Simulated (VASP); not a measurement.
# Si16O (a cell with a defect) in VASP: single point with r2SCAN

Aim: the single point of Si16O (a cell with a defect) with r2SCAN.

Program: VASP 6.6.1. These are calculated values, not measurements. Logs are shortened: lines on timing, memory, paths and dates and some standing lists are left out, and cuts for length are marked.

## Step 1: The cell of the first run

The cell holds a defect, 17 atoms: a = 7.679 Å, b = 7.679 Å, c = 7.679 Å, α = 60.00°, β = 60.00°, γ = 60.00°.

## Step 2: Single point, r2SCAN, collinear spin, zero start

Contents of POSCAR:

```
Si16O
1.0
    0.0000000000      5.4300000000      5.4300000000
    5.4300000000      0.0000000000      5.4300000000
    5.4300000000      5.4300000000      0.0000000000
Si O
16 1
Direct
   -0.0039292818      0.0026561694      0.0132022099
    0.1263339779      0.1292348987      0.1309929098
    0.0019877532      0.0097603131      0.5050256906
    0.1235610497      0.1269960405      0.6393956722
   -0.0001683241      0.5028364641      0.0185276243
    0.1213971455      0.6318597606      0.1443170350
   -0.0197809392      0.4961848066      0.5156277164
    0.1269220994      0.6360261510      0.6455933702
    0.5002396869     -0.0009116943     -0.0007662063
    0.6217149171      0.1250578269      0.1264852670
    0.4955253223     -0.0043116943      0.5005472376
    0.6279311234      0.1142302026      0.6243661142
    0.4955006446      0.4986636280      0.0021127993
    0.6251218232      0.6228288214      0.1235662063
    0.4870939227      0.4899847145      0.4924869245
    0.5923110497      0.6225005525      0.6295033149
    0.8681152855      0.6447364641      0.6632740331
```

Contents of INCAR.step1:

```
  PREC = Accurate
  ENCUT = 520
  ISMEAR = 0
  SIGMA = 0.05
  LREAL = Auto
  LASPH = T
  NELM = 150
  ISPIN = 2
  MAGMOM = 0 0 0 0 0 0 0 0 0 0 0 0 0 0 0 0 0
  NBANDS = 53
  GGA = PE
  ALGO = Normal
  EDIFF = 1E-4
  LWAVE = T
  LCHARG = F
```

Contents of INCAR.step2:

```
  PREC = Accurate
  ENCUT = 520
  EDIFF = 1E-6
  ISMEAR = 0
  SIGMA = 0.05
  LREAL = Auto
  LASPH = T
  NELM = 150
  ALGO = Normal
  ISIF = 2
  LWAVE = F
  LCHARG = T
  ISPIN = 2
  MAGMOM = 0 0 0 0 0 0 0 0 0 0 0 0 0 0 0 0 0
  LORBIT = 11
  METAGGA = R2SCAN
  LMIXTAU = T
  LELF = T
  LVHAR = T
  NBANDS = 53
  ISTART = 1
```

Contents of KPOINTS:

```
Automatic mesh
0
Gamma
  2 2 2
```

Potentials or basis: VASP PAW PBE potentials, release 64 (Si, O).

Launch:

```
$ cat potpaw_PBE.64/Si/POTCAR potpaw_PBE.64/O/POTCAR > POTCAR
$ cp INCAR.step1 INCAR
$ mpirun -np 1 vasp_std > vasp.out
$ cp INCAR.step2 INCAR
$ mpirun -np 1 vasp_std > vasp.out
```

OUTCAR:

```text
PREC = Accurate
   ENCUT = 520
   EDIFF = 1E-6
   ISMEAR = 0
   LREAL = Auto
   LASPH = T
   NELM = 150
   ISIF = 2
   ISPIN = 2
   LORBIT = 11
   METAGGA = R2SCAN
   ISTART = 1

 ion  position               nearest neighbor table
   1  0.996  0.003  0.013-   6 2.33   4 2.34  10 2.35   2 2.35
   2  0.126  0.129  0.131-   5 2.34   3 2.35   9 2.35   1 2.35
   3  0.002  0.010  0.505-   4 2.34   2 2.35   8 2.35  12 2.35
   4  0.124  0.127  0.639-   7 2.32  11 2.34   3 2.34   1 2.34
   5  1.000  0.503  0.019-   8 2.34   2 2.34  14 2.36   6 2.36
   6  0.121  0.632  0.144-   1 2.33   7 2.34  13 2.35   5 2.36
   7  0.980  0.496  0.516-  17 1.63   4 2.32   6 2.34  16 2.44   8 2.61
   8  0.127  0.636  0.646-  17 1.89  15 2.29   5 2.34   3 2.35   7 2.61
   9  0.500  0.999  0.999-   2 2.35  10 2.35  12 2.35  14 2.36
  10  0.622  0.125  0.126-  13 2.34  11 2.35   1 2.35   9 2.35
  11  0.496  0.996  0.501-   4 2.34  10 2.35  16 2.35  12 2.35
  12  0.628  0.114  0.624-  11 2.35   9 2.35   3 2.35  15 2.36
  13  0.496  0.499  0.002-  10 2.34  16 2.35   6 2.35  14 2.35
  14  0.625  0.623  0.124-  15 2.32  13 2.35   5 2.36   9 2.36
  15  0.487  0.490  0.492-   8 2.29  14 2.32  16 2.35  12 2.36
  16  0.592  0.623  0.630-  13 2.35  11 2.35  17 2.35  15 2.35   7 2.44
  17  0.868  0.645  0.663-   7 1.63   8 1.89  16 2.35

  LATTYP: Found a face centered cubic cell.
 ALAT       =    10.8600000000

  Lattice vectors:

 A1 = (   0.0000000000,   5.4300000000,   5.4300000000)
 A2 = (   5.4300000000,   0.0000000000,   5.4300000000)
 A3 = (   5.4300000000,   5.4300000000,   0.0000000000)

Analysis of symmetry for initial positions (statically):
=====================================================================
 Subroutine PRICEL returns:
 Original cell was already a primitive cell.

 Routine SETGRP: Setting up the symmetry group for a
 face centered cubic supercell.

 Subroutine GETGRP returns: Found  1 space group operations
 (whereof  1 operations were pure point group operations)
 out of a pool of 48 trial point group operations.

The static configuration has the point symmetry C_1 .

Analysis of symmetry for dynamics (positions and initial velocities):
=====================================================================
 Subroutine PRICEL returns:
 Original cell was already a primitive cell.

 Routine SETGRP: Setting up the symmetry group for a
 face centered cubic supercell.

 Subroutine GETGRP returns: Found  1 space group operations
 (whereof  1 operations were pure point group operations)
 out of a pool of 48 trial point group operations.

The dynamic configuration has the point symmetry C_1 .

Analysis of structural, dynamic, and magnetic symmetry:
=====================================================================
 Subroutine PRICEL returns:
 Original cell was already a primitive cell.

 Routine SETGRP: Setting up the symmetry group for a
 face centered cubic supercell.

 Subroutine GETGRP returns: Found  1 space group operations
 (whereof  1 operations were pure point group operations)
 out of a pool of 48 trial point group operations.

The overall configuration has the point symmetry C_1 .

 Subroutine INISYM returns: Found  1 space group operations
 (whereof  1 operations are pure point group operations),
 and found     1 'primitive' translations

----------------------------------------------------------------------------------------

                                     Primitive cell

  volume of cell :     320.2060

  direct lattice vectors                    reciprocal lattice vectors
     0.000000000  5.430000000  5.430000000    -0.092081031  0.092081031  0.092081031
     5.430000000  0.000000000  5.430000000     0.092081031 -0.092081031  0.092081031
     5.430000000  5.430000000  0.000000000     0.092081031  0.092081031 -0.092081031

  length of vectors
     7.679179644  7.679179644  7.679179644     0.159489025  0.159489025  0.159489025

  position of ions in fractional coordinates (direct lattice)
     0.996070718  0.002656169  0.013202210
     0.126333978  0.129234899  0.130992910
     0.001987753  0.009760313  0.505025691
     0.123561050  0.126996041  0.639395672
     0.999831676  0.502836464  0.018527624
     0.121397145  0.631859761  0.144317035
[... 9 lines left out ...]
     0.592311050  0.622500553  0.629503315
     0.868115285  0.644736464  0.663274033

  ion indices of the primitive-cell ions
   primitive index   ion index
                 1           1
                 2           2
                 3           3
                 4           4
                 5           5
                 6           6
[... 9 lines left out ...]
                16          16
                17          17

----------------------------------------------------------------------------------------

 KPOINTS: Automatic mesh

Automatic generation of k-mesh.
 Grid dimensions read from file:
 generate k-points for:    2    2    2

 Generating k-lattice:

  Cartesian coordinates                     Fractional coordinates (reciprocal lattice)
    -0.046040516  0.046040516  0.046040516     0.500000000  0.000000000  0.000000000
     0.046040516 -0.046040516  0.046040516     0.000000000  0.500000000  0.000000000
     0.046040516  0.046040516 -0.046040516     0.000000000  0.000000000  0.500000000

  Length of vectors
     0.079744512  0.079744512  0.079744512

  Shift w.r.t. Gamma in fractional coordinates (k-lattice)
     0.000000000  0.000000000  0.000000000

 Subroutine IBZKPT returns following result:
 ===========================================

 Found      8 irreducible k-points:

 Following reciprocal coordinates:
            Coordinates               Weight
  0.000000  0.000000  0.000000      1.000000
  0.500000  0.000000  0.000000      1.000000
  0.000000  0.500000  0.000000      1.000000
  0.000000  0.000000  0.500000      1.000000
  0.500000  0.500000  0.500000      1.000000
  0.500000  0.500000  0.000000      1.000000
  0.000000  0.500000  0.500000      1.000000
  0.500000  0.000000  0.500000      1.000000
   k-points           NKPTS =      8   k-points in BZ     NKDIM =      8   number of bands    NBANDS=     53
   number of dos      NEDOS =    301   number of ions     NIONS =     17
   total plane-waves  NPLWV = 216000
   dimension x,y,z NGX =    60 NGY =   60 NGZ =   60
   dimension x,y,z NGXF=   120 NGYF=  120 NGZF=  120
   ions per type =              16   1
   NGX,Y,Z   is equivalent  to a cutoff of  12.99, 12.99, 12.99 a.u.
   NGXF,Y,Z  is equivalent  to a cutoff of  25.98, 25.98, 25.98 a.u.
 SYSTEM =  unknown system
   PREC   = accura    normal or accurate (medium, high low for compatibility)
   ISTART =      1    job   : 0-new  1-cont  2-samecut
   ICHARG =      0    charge: 1-file 2-atom 10-const
   ISPIN  =      2    spin polarized calculation?
   LNONCOLLINEAR =      F non collinear calculations
   LSORBIT =      F    spin-orbit coupling
   LASPH  =      T    aspherical Exc in radial PAW
   ENCUT  =  520.0 eV  38.22 Ry    6.18 a.u.  14.28 14.28 14.28*2*pi/ulx,y,z
   NELM   =    150;   NELMIN=  2; NELMDL=  0     # of ELM steps
   EDIFF  = 0.1E-05   stopping-criterion for ELM
   LREAL  =      T    real-space projection
   EDIFFG = 0.1E-04   stopping-criterion for IOM
   NSW    =      0    number of steps for IOM
   IBRION =     -1    ionic relax: 0-MD 1-quasi-New 2-CG
   NFREE  =      0    steps in history (QN), initial steepest desc. (CG)
   ISIF   =      2    stress and relaxation
   ISYM   =      2    0-nonsym 1-usesym 2-fastsym
   POTIM  = 0.5000    time-step for ionic-motion
   TEBEG  =    0.0;   TEEND  =   0.0 temperature during run
   PSTRESS=    0.0 pullay stress
   NELECT =      70.0000    total number of electrons
   NUPDOWN=      -1.0000    fix difference up-down
   EMIN   =  10.00;   EMAX   =-10.00  energy-range for DOS
   EFERMI =   0.00;   METHOD = LEGACY
   ISMEAR =     0;   SIGMA  =   0.05  broadening in eV -4-tet -1-fermi 0-gaus
   EFERMI_NEDOS =   21; number of points for ismear=-14 and -15
   IALGO  =     38    algorithm
   IMIX   =      4    mixing-type and parameters
     AMIX     =   0.40;   BMIX     =  1.00
     AMIX_MAG =   1.60;   BMIX_MAG =  1.00
  volume/ion in A,a.u.               =      18.84       127.11
  Fermi-wavevector in a.u.,A,eV,Ry     =   0.986199  1.863645 13.232857  0.972588
  Thomas-Fermi vector in A             =   2.117562
   LORBIT       =     11    0 simple, 1 ext, 2 COOP (PROOUT), +10 PAW based schemes
   METAGGA = R2SCAN    functional components
   LHFCALC =     F    Hartree Fock is set to
   AEXX    =    0.0000 exact exchange contribution
   IVDW    =     0    specifies the selected vdW correction
   LEPSILON=     F    determine dielectric tensor
   LRPA    =     F    only Hartree local field effects (RPA)
 spin polarized calculation
 Gauss-broadening in eV      SIGMA  =   0.05
  energy-cutoff  :      520.00
  volume of cell :      320.21
 maximum number of plane-waves:      8646
 NGX is ok and might be reduce to    60
   NGX = 29   NGY = 29   NGZ = 29

 number of electron      70.0000000 magnetization       0.0000000

 number of electron      70.0000000 magnetization      -0.0000000

 Free energy of the ion-electron system (eV)
  ---------------------------------------------------
  ext. energy  EPLUGINS =         0.00000000
  ---------------------------------------------------
  free energy    TOTEN  =      -146.40496572 eV

  energy without entropy =     -146.40496572  energy(sigma->0) =     -146.40496572

 E-fermi :   6.2358     XC(G=0):  -9.9903

 val. band max:        5.9405264388   @ k =   0.0000   0.0000   0.0000
 cond. band min:       6.5929766602   @ k =   0.0000   0.0000   0.0000
 fundamental gap:      0.6524502214
 Fermi energy:         6.2357566349

 spin component 1

 k-point     1 :       0.0000    0.0000    0.0000
  band No.  band energies     occupation
      1     -15.8150      1.00000
      2      -6.4286      1.00000
      3      -4.6566      1.00000
      4      -4.2771      1.00000
      5      -4.1706      1.00000
      6      -3.9016      1.00000
[... 389 lines left out ...]
     46      10.5074      0.00000
     47      10.5662      0.00000
 Fermi energy:         6.2357566349

 spin component 2

 k-point     1 :       0.0000    0.0000    0.0000
  band No.  band energies     occupation
      1     -15.8150      1.00000
      2      -6.4286      1.00000
      3      -4.6566      1.00000
      4      -4.2771      1.00000
      5      -4.1706      1.00000
      6      -3.9016      1.00000
[... 389 lines left out ...]
     46      10.5074      0.00000
     47      10.5662      0.00000
 [bands above 47 left out]

------------------------ aborting loop because EDIFF is reached ----------------------------------------

  FORCE on cell =-STRESS in cart. coord.  units (eV):
  Direction    XX          YY          ZZ          XY          YZ          ZX
  --------------------------------------------------------------------------------------
  -------------------------------------------------------------------------------------
  Total        5.5715596      4.6941302      4.6087859      3.0406658     -0.2143965      2.8473302
  in kB       27.8777604     23.4874694     23.0604421     15.2142232     -1.0727505     14.2468525
  external PRESSURE =      24.8085573 kB  Pullay stress =       0.0000000 kB

 VOLUME and BASIS-vectors are now :
 -----------------------------------------------------------------------------
  energy-cutoff  :      520.00
  volume of cell :      320.21
      direct lattice vectors                 reciprocal lattice vectors
     0.000000000  5.430000000  5.430000000    -0.092081031  0.092081031  0.092081031
     5.430000000  0.000000000  5.430000000     0.092081031 -0.092081031  0.092081031
     5.430000000  5.430000000  0.000000000     0.092081031  0.092081031 -0.092081031

 POSITION                                       TOTAL-FORCE (eV/Angst)
 -----------------------------------------------------------------------------------
      0.08611      5.48035      5.42309         0.138310     -0.103378      0.087104
      1.41304      1.39729      1.38774         0.056079      0.039050     -0.000995
      2.79529      2.75308      0.06379        -0.008631      0.176650      0.218641
      4.16151      4.14285      1.36052         0.108391     -0.049388      0.174557
      2.83101      5.52969      8.15949         0.118144      0.368751      0.221661
      4.21464      1.44283      4.09019        -0.170316      0.271290     -0.251796
[... 9 lines left out ...]
      6.79838      6.63445      6.59643        -0.580231     -0.298075     -0.246285
      7.10250      8.31544      8.21479         0.088967      2.160041      2.122597
 -----------------------------------------------------------------------------------
    total drift:                               -0.003101     -0.002541     -0.003091

  FREE ENERGIE OF THE ION-ELECTRON SYSTEM (eV)
  ---------------------------------------------------
  free  energy   TOTEN  =      -146.4049657189 eV

  energy  without entropy=     -146.4049657189  energy(sigma->0) =     -146.40496572

 total charge

# of ion       s       p       d       tot
------------------------------------------
    1        0.735   0.984   0.000   1.719
    2        0.734   0.982   0.000   1.716
    3        0.742   0.979   0.000   1.721
    4        0.740   0.990   0.000   1.730
    5        0.742   0.974   0.000   1.717
    6        0.740   0.984   0.000   1.725
[... 9 lines left out ...]
   16        0.756   0.930   0.000   1.686
   17        1.600   3.521   0.000   5.121
--------------------------------------------------
tot         13.441  19.043   0.000  32.483

 magnetization (x)

# of ion       s       p       d       tot
------------------------------------------
    1        0.000  -0.000   0.000  -0.000
    2       -0.000   0.000   0.000  -0.000
    3        0.000   0.000   0.000   0.000
    4       -0.000  -0.000   0.000  -0.000
    5       -0.000  -0.000   0.000  -0.000
    6       -0.000  -0.000   0.000  -0.000
[... 9 lines left out ...]
   16       -0.000  -0.000   0.000  -0.000
   17        0.000   0.000   0.000   0.000
--------------------------------------------------
tot         -0.000  -0.000   0.000  -0.000
```

Run time: 22 min. Hardware: 1 thread of Intel Xeon Platinum 8259CL at 2.50GHz (Skylake/Cascade Lake), shared host; peak memory 0.82 GiB.

What came out:

| Property | Result |
| --- | --- |
| Free energy | -146.4050 eV |
| Pressure | 2.5 GPa |
| Largest force | 3.030 eV/Å |
| Band gap on the k mesh | 0.65 eV |
| Net moment | 0.00 μB per cell |
| Valence electrons inside the program's atomic spheres | Si 1.72, 1.73, 1.69, 1.65, 1.71 (each value once); O 5.12 |

Forces in eV/Å, atoms in the order of the input:
```
Si   0.138 -0.103  0.087
Si   0.056  0.039 -0.001
Si  -0.009  0.177  0.219
Si   0.108 -0.049  0.175
Si   0.118  0.369  0.222
Si  -0.170  0.271 -0.252
Si  -1.295 -1.651 -1.325
Si   1.666 -0.833 -0.712
Si  -0.053  0.074 -0.030
Si   0.020 -0.019 -0.076
Si  -0.017  0.072 -0.021
Si   0.163 -0.097 -0.015
Si   0.123 -0.069 -0.056
Si  -0.086 -0.266  0.164
Si  -0.272  0.225 -0.256
Si  -0.580 -0.298 -0.246
O    0.089  2.160  2.123
```

Stress tensor (GPa, compression positive):
```
 2.79  1.52  1.42
 1.52  2.35 -0.11
 1.42 -0.11  2.31
```

Caveat: the k points lie up to 0.50 Å⁻¹ apart; the PAW data sets were made with another functional, which shifts forces and pressure a little.
